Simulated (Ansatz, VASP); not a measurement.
# One calculation of Ge, two programs

```xyz
2
Lattice="0.0000 2.8288 2.8288 2.8288 0.0000 2.8288 2.8288 2.8288 0.0000" Properties=species:S:1:pos:R:3 pbc="T T T"
Ge    2.8288    2.8288    2.8288
Ge    4.2432    4.2432    4.2432
```

Alike in both runs: task single point; functional PBE; k mesh 11 × 11 × 11; occupations fermi-dirac, width 0.05 eV; no spin polarisation.

|  | VASP | Ansatz |
| --- | --- | --- |
| version | VASP 6.6.1 | Ansatz 0.2.0 |
| potentials or method | VASP PAW PBE potentials, release 64 (Ge_d), cutoff 520 eV | all-electron LAPW, scalar-relativistic |

Ansatz gave:

```
pressure (GPa) : 3.7
```

Question: Estimate VASP's values.

Answer: Pressure (GPa): 3.6.

Ansatz ran all-electron here, and VASP with PAW potentials.
